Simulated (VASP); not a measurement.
# W (Fmmm) in VASP: notebook

The runs below take W through single point, with PBEsol.

Program: VASP 6.6.1. These are calculated values, not measurements. Logs are shortened: lines on timing, memory, paths and dates and some standing lists are left out, and cuts for length are marked.

**1. The cell of the first run**

Symmetry: Fmmm, No. 69, orthorhombic system. Conventional cell: a = 3.195 Å, b = 4.399 Å, c = 4.636 Å, α = 90.00°, β = 90.00°, γ = 90.00°. W (site symmetry mmm) has 14 W at 2.72 to 3.20 Å within 3.6 Å.

**2. Single point, PBEsol (strain +0.0525 x Voigt [0, 0, 0, 0, 1, 0])**

Input file INCAR:

```
SYSTEM = W
ALGO = Fast
EDIFF = 1E-6
ENCUT = 520
GGA = PS
ISIF = 2
ISMEAR = 0
LASPH = .True.
LCHARG = .False.
LREAL = .False.
LWAVE = .False.
NBANDS = 13
NELM = 60
PREC = Accurate
SIGMA = 0.15
```

Input file KPOINTS:

```
k-points
0
Gamma
  20 20 20
  0 0 0
```

Input file POSCAR:

```
W
1.0
   -1.5553708750      1.5973000000      1.5553708750
    1.6392291250     -1.5973000000      1.6392291250
    1.5553708750      1.5973000000     -1.5553708750
W
1
Direct
    0.0000000000      0.0000000000      0.0000000000
```

Potentials or basis: VASP PAW PBE potentials, release 64 (W_sv).

Started as:

```bash
$ cat potpaw_PBE.64/W_sv/POTCAR > POTCAR
$ mpirun -np 1 vasp_std > vasp.out
```

OUTCAR:

```text
SYSTEM = W
   EDIFF = 1E-6
   ENCUT = 520
   GGA = PS
   ISIF = 2
   ISMEAR = 0
   LASPH = .True.
   LREAL = .False.
   NELM = 60
   PREC = Accurate

 ion  position               nearest neighbor table
   1  0.000  0.000  0.000-

  LATTYP: Found a face centered orthorhombic cell.
 ALAT       =     3.1946000000
 B/A-ratio  =     1.3770904564
 C/A-ratio  =     1.4513366684

  Lattice vectors:

 A1 = (  -0.0838582500,   0.0000000000,  -3.1946000000)
 A2 = (  -1.6392291250,   1.5973000000,  -1.6392291250)
 A3 = (   1.5553708750,   1.5973000000,  -1.5553708750)

Analysis of symmetry for initial positions (statically):
=====================================================================
 Subroutine PRICEL returns:
 Original cell was already a primitive cell.

 Routine SETGRP: Setting up the symmetry group for a
 face centered orthorhombic supercell.

 Subroutine GETGRP returns: Found  8 space group operations
 (whereof  8 operations were pure point group operations)
 out of a pool of  8 trial point group operations.

The static configuration has the point symmetry D_2h.

Analysis of symmetry for dynamics (positions and initial velocities):
=====================================================================
 Subroutine PRICEL returns:
 Original cell was already a primitive cell.

 Routine SETGRP: Setting up the symmetry group for a
 face centered orthorhombic supercell.

 Subroutine GETGRP returns: Found  8 space group operations
 (whereof  8 operations were pure point group operations)
 out of a pool of  8 trial point group operations.

The dynamic configuration has the point symmetry D_2h.

 Subroutine INISYM returns: Found  8 space group operations
 (whereof  8 operations are pure point group operations),
 and found     1 'primitive' translations

----------------------------------------------------------------------------------------

                                     Primitive cell

  volume of cell :      16.2900

  direct lattice vectors                    reciprocal lattice vectors
    -1.555370875  1.597300000  1.555370875    -0.008222657  0.313028235  0.313244080
     1.639229125 -1.597300000  1.639229125     0.305021423  0.000000000  0.305021423
     1.555370875  1.597300000 -1.555370875     0.313244080  0.313028235 -0.008222657

  length of vectors
     2.718404754  2.815228506  2.718404754     0.442917759  0.431365433  0.442917759

  position of ions in fractional coordinates (direct lattice)
     0.000000000  0.000000000  0.000000000

  ion indices of the primitive-cell ions
   primitive index   ion index
                 1           1

----------------------------------------------------------------------------------------

 KPOINTS: k-points

Automatic generation of k-mesh.
 Grid dimensions read from file:
 generate k-points for:   20   20   20

 Generating k-lattice:

  Cartesian coordinates                     Fractional coordinates (reciprocal lattice)
    -0.000411133  0.015651412  0.015662204     0.050000000  0.000000000 -0.000000000
     0.015251071  0.000000000  0.015251071     0.000000000  0.050000000  0.000000000
     0.015662204  0.015651412 -0.000411133    -0.000000000  0.000000000  0.050000000

  Length of vectors
     0.022145888  0.021568272  0.022145888

  Shift w.r.t. Gamma in fractional coordinates (k-lattice)
     0.000000000  0.000000000  0.000000000

 Subroutine IBZKPT returns following result:
 ===========================================

 Found   1166 irreducible k-points:

 Following reciprocal coordinates:
            Coordinates               Weight
  0.000000  0.000000  0.000000      1.000000
  0.050000 -0.000000 -0.000000      8.000000
  0.100000  0.000000 -0.000000      8.000000
  0.150000  0.000000  0.000000      8.000000
  0.200000  0.000000 -0.000000      8.000000
  0.250000  0.000000  0.000000      8.000000
[... 16 lines left out ...]
 -0.450000  0.050000  0.000000      8.000000
 -0.400000  0.050000  0.000000      8.000000
 [... further k-points ...]
   k-points           NKPTS =   1166   k-points in BZ     NKDIM =   1166   number of bands    NBANDS=     13
   number of dos      NEDOS =    301   number of ions     NIONS =      1
   total plane-waves  NPLWV =   9600
   dimension x,y,z NGX =    20 NGY =   24 NGZ =   20
   dimension x,y,z NGXF=    40 NGYF=   48 NGZF=   40
   ions per type =               1
   NGX,Y,Z   is equivalent  to a cutoff of  12.23, 14.17, 12.23 a.u.
   NGXF,Y,Z  is equivalent  to a cutoff of  24.46, 28.35, 24.46 a.u.
 SYSTEM =  W
   PREC   = accura    normal or accurate (medium, high low for compatibility)
   ISTART =      0    job   : 0-new  1-cont  2-samecut
   ICHARG =      2    charge: 1-file 2-atom 10-const
   ISPIN  =      1    spin polarized calculation?
   LNONCOLLINEAR =      F non collinear calculations
   LSORBIT =      F    spin-orbit coupling
   LASPH  =      T    aspherical Exc in radial PAW
   ENCUT  =  520.0 eV  38.22 Ry    6.18 a.u.   5.05  5.23  5.05*2*pi/ulx,y,z
   NELM   =     60;   NELMIN=  2; NELMDL= -5     # of ELM steps
   EDIFF  = 0.1E-05   stopping-criterion for ELM
   LREAL  =      F    real-space projection
   EDIFFG = 0.1E-04   stopping-criterion for IOM
   NSW    =      0    number of steps for IOM
   IBRION =     -1    ionic relax: 0-MD 1-quasi-New 2-CG
   NFREE  =      0    steps in history (QN), initial steepest desc. (CG)
   ISIF   =      2    stress and relaxation
   ISYM   =      2    0-nonsym 1-usesym 2-fastsym
   POTIM  = 0.5000    time-step for ionic-motion
   TEBEG  =    0.0;   TEEND  =   0.0 temperature during run
   PSTRESS=    0.0 pullay stress
   NELECT =      14.0000    total number of electrons
   NUPDOWN=      -1.0000    fix difference up-down
   EMIN   =  10.00;   EMAX   =-10.00  energy-range for DOS
   EFERMI =   0.00;   METHOD = LEGACY
   ISMEAR =     0;   SIGMA  =   0.15  broadening in eV -4-tet -1-fermi 0-gaus
   EFERMI_NEDOS =   21; number of points for ismear=-14 and -15
   IALGO  =     68    algorithm
   IMIX   =      4    mixing-type and parameters
     AMIX     =   0.40;   BMIX     =  1.00
     AMIX_MAG =   1.60;   BMIX_MAG =  1.00
  volume/ion in A,a.u.               =      16.29       109.93
  Fermi-wavevector in a.u.,A,eV,Ry     =   1.556482  2.941325 32.961973  2.422637
  Thomas-Fermi vector in A             =   2.660272
   LORBIT       =      0    0 simple, 1 ext, 2 COOP (PROOUT), +10 PAW based schemes
   GGA     = PS    functional components
   LHFCALC =     F    Hartree Fock is set to
   AEXX    =    0.0000 exact exchange contribution
   IVDW    =     0    specifies the selected vdW correction
   LEPSILON=     F    determine dielectric tensor
   LRPA    =     F    only Hartree local field effects (RPA)
 non-spin polarized calculation
 RMM-DIIS sequential band-by-band and
 Gauss-broadening in eV      SIGMA  =   0.15
  energy-cutoff  :      520.00
  volume of cell :       16.29
 maximum number of plane-waves:       456
   NGX = 11   NGY = 11   NGZ = 11

 number of electron      14.0000000 magnetization

 Free energy of the ion-electron system (eV)
  ---------------------------------------------------
  ext. energy  EPLUGINS =         0.00000000
  ---------------------------------------------------
  free energy    TOTEN  =       -13.77206733 eV

  energy without entropy =      -13.76805512  energy(sigma->0) =      -13.77006122

 E-fermi :  10.9157     XC(G=0): -13.6054

 val. band max:       10.9142485535   @ k =  -0.2000  -0.0000   0.1000
 cond. band min:      10.9240606789   @ k =  -0.2000   0.1500   0.1500
 fundamental gap:      0.0098121254
 Fermi energy:        10.9156962924

 k-point     1 :       0.0000    0.0000    0.0000
  band No.  band energies     occupation
      1     -63.3016      2.00000
      2     -26.9750      2.00000
      3     -26.8886      2.00000
      4     -26.8173      2.00000
      5       1.3874      2.00000
      6       9.2444      2.00000
      7       9.6092      2.00000
      8      10.1423      2.00000
      9      13.0698      0.00000
     10      13.1636      0.00000
     11      24.8955      0.00000
     12      25.3820      0.00000
     13      25.8521      0.00000

 k-point     2 :       0.0500   -0.0000   -0.0000
  band No.  band energies     occupation
      1     -63.2987      2.00000
      2     -26.9868      2.00000
      3     -26.9056      2.00000
      4     -26.8300      2.00000
      5       1.5054      2.00000
      6       9.2504      2.00000
      7       9.6325      2.00000
      8      10.1411      2.00000
      9      12.9682      0.00000
     10      13.1463      0.00000
     11      25.0841      0.00000
     12      25.5838      0.00000
     13      26.0513      0.00000

 k-point     3 :       0.1000    0.0000   -0.0000
  band No.  band energies     occupation
      1     -63.2901      2.00000
      2     -27.0383      2.00000
      3     -26.9537      2.00000
      4     -26.8497      2.00000
      5       1.8493      2.00000
      6       9.1889      2.00000
      7       9.6483      2.00000
      8      10.2623      2.00000
      9      12.7097      0.00000
     10      13.1368      0.00000
     11      25.4950      0.00000
     12      26.1858      0.00000
     13      26.6438      0.00000
[... 305 lines left out ...]
 k-point    23 :      -0.4500    0.0500    0.0000
  band No.  band energies     occupation
      1     -63.1856      2.00000
      2     -28.0334      2.00000
      3     -27.2778      2.00000
      4     -26.8886      2.00000
      5       4.8762      2.00000
      6       7.5284      2.00000
      7      10.5556      1.99931
      8      13.0252      0.00000
      9      13.8481      0.00000
     10      16.2470      0.00000
     11      22.2196      0.00000
     12      22.8620      0.00000
     13      28.2384      0.00000

 k-point    24 :      -0.4000    0.0500    0.0000
  band No.  band energies     occupation
      1     -63.1962      2.00000
      2     -27.9374      2.00000
      3     -27.2423      2.00000
      4     -26.8868      2.00000
      5       4.8379      2.00000
      6       7.6946      2.00000
      7       9.7867      2.00000
      8      12.9515      0.00000
      9      13.6651      0.00000
     10      15.2838      0.00000
     11      23.1979      0.00000
     12      23.7134      0.00000
     13      29.6835      0.00000

 [... further k-points ...]
[... 5 lines left out ...]
  --------------------------------------------------------------------------------------
  -------------------------------------------------------------------------------------
  Total       -1.0586705     -1.0267708     -1.0586705     -0.0000000      0.0000000     -0.7348571
  in kB     -104.1241102   -100.9866530   -104.1241102     -0.0000000      0.0000000    -72.2758735
  external PRESSURE =    -103.0782911 kB  Pullay stress =       0.0000000 kB

 VOLUME and BASIS-vectors are now :
 -----------------------------------------------------------------------------
  energy-cutoff  :      520.00
  volume of cell :       16.29
      direct lattice vectors                 reciprocal lattice vectors
    -1.555370875  1.597300000  1.555370875    -0.008222657  0.313028235  0.313244080
     1.639229125 -1.597300000  1.639229125     0.305021423  0.000000000  0.305021423
     1.555370875  1.597300000 -1.555370875     0.313244080  0.313028235 -0.008222657

 POSITION                                       TOTAL-FORCE (eV/Angst)
 -----------------------------------------------------------------------------------
      0.00000      0.00000      0.00000        -0.000000     -0.000000     -0.000000
 -----------------------------------------------------------------------------------
    total drift:                                0.000000      0.000000     -0.000000

  FREE ENERGIE OF THE ION-ELECTRON SYSTEM (eV)
  ---------------------------------------------------
  free  energy   TOTEN  =       -13.7720673305 eV

  energy  without entropy=      -13.7680551160  energy(sigma->0) =      -13.77006122
```

It took 78 s on 1 thread of Intel Xeon 6975P-C (Granite Rapids), shared host; peak memory 0.32 GiB.

What came out:

```
Free energy            : -13.7721 eV
Pressure               : -10.3 GPa
Band gap on the k mesh : zero (band 7 reaches 15.32 eV, above the bottom of band 8 at 9.82 eV)
```

Levels at points of the mesh, in eV from the Fermi level:
| k point | band 4 | band 5 | band 6 | band 7 | band 8 | band 9 | band 10 | band 11 |
| --- | --- | --- | --- | --- | --- | --- | --- | --- |
| (0.00, 0.00, 0.00) | -37.73 | -9.53 | -1.67 | -1.31 | -0.77 | 2.15 | 2.25 | 13.98 |
| (0.50, 0.00, 0.00) | -37.80 | -6.14 | -3.49 | 0.58 | 2.05 | 2.96 | 5.82 | 10.67 |
| (0.00, 0.50, 0.00) | -37.76 | -6.21 | -3.62 | 0.16 | 2.39 | 3.36 | 5.56 | 9.90 |
| (0.50, 0.00, 0.50) | -37.87 | -6.10 | -3.35 | 1.02 | 1.71 | 2.53 | 6.27 | 11.03 |
| (0.50, 0.50, 0.50) | -38.56 | -5.68 | -5.65 | 4.38 | 4.90 | 5.53 | 7.74 | 8.00 |

Caveat: the cell differs from its parent crystal (strain +0.0525 x Voigt [0, 0, 0, 0, 1, 0]); the PAW data sets were made with another functional, which shifts forces and pressure a little; spin-orbit coupling is left out, which moves the levels of the heavy elements.

[end of part 1 of 2]
